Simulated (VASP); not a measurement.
A run of VASP 6.6.1 is set up as follows.

INCAR

```
SYSTEM = Ta2SiO3
ALGO     = Normal         ! electronic algorithm
EDIFF    = 1E-6           ! SCF threshold, eV
ENCUT    = 520            ! plane-wave cutoff, eV
GGA      = PE             ! functional
ISIF     = 2              ! what is computed and relaxed
ISMEAR   = 0              ! smearing method
LASPH    = .TRUE.         ! aspherical terms in the spheres
LCHARG   = .FALSE.        ! write CHGCAR
LREAL    = .FALSE.        ! projectors in reciprocal space
LWAVE    = .FALSE.        ! write WAVECAR
NBANDS   = 31             ! bands
NELM     = 60             ! most SCF steps
PREC     = Accurate       ! precision mode
SIGMA    = 0.1            ! smearing width, eV
```

KPOINTS

```
k-points
0
G
  6 6 2
  0 0 0
```

File POSCAR:

```
Ta2SiO3
1.0
    2.7196641949      0.0000000000      0.0000000000
    0.0000000000      2.7196641949      0.0000000000
    0.0000000000      0.0000000000     12.4682957362
Ta Si O
2 1 3
Direct
    0.5000000000      0.5000000000      0.3848827452
    0.5000000000      0.5000000000      0.6151172548
    0.5000000000      0.5000000000      0.0000000000
    0.0000000000      0.0000000000      0.6963970722
    0.0000000000      0.0000000000      0.3036029278
    0.0000000000      0.0000000000      0.5000000000
```

Potentials or basis: VASP PAW PBE potentials, release 64 (Ta_pv, Si, O).

Run with:

```console
$ cat potpaw_PBE.64/Ta_pv/POTCAR potpaw_PBE.64/Si/POTCAR potpaw_PBE.64/O/POTCAR > POTCAR
$ mpirun -np 1 vasp_std > vasp.out
```

Task: Predict the largest force.

Result: 0.054 eV/Å.

Task: What does it give for the pressure?

Result: 0.6 GPa.

Task: What does it give for the band gap on the k mesh?

Result: Zero (bands 22 and 23 overlap by 2.18 eV).

Stress tensor (GPa, compression positive):
```
0.60 0.00 0.00
0.00 0.60 0.00
0.00 0.00 0.50
```

Caveat: the k points lie up to 0.39 Å⁻¹ apart, too coarse for converged energies and pressures of a metal; spin-orbit coupling is left out, which moves the levels of the heavy elements.
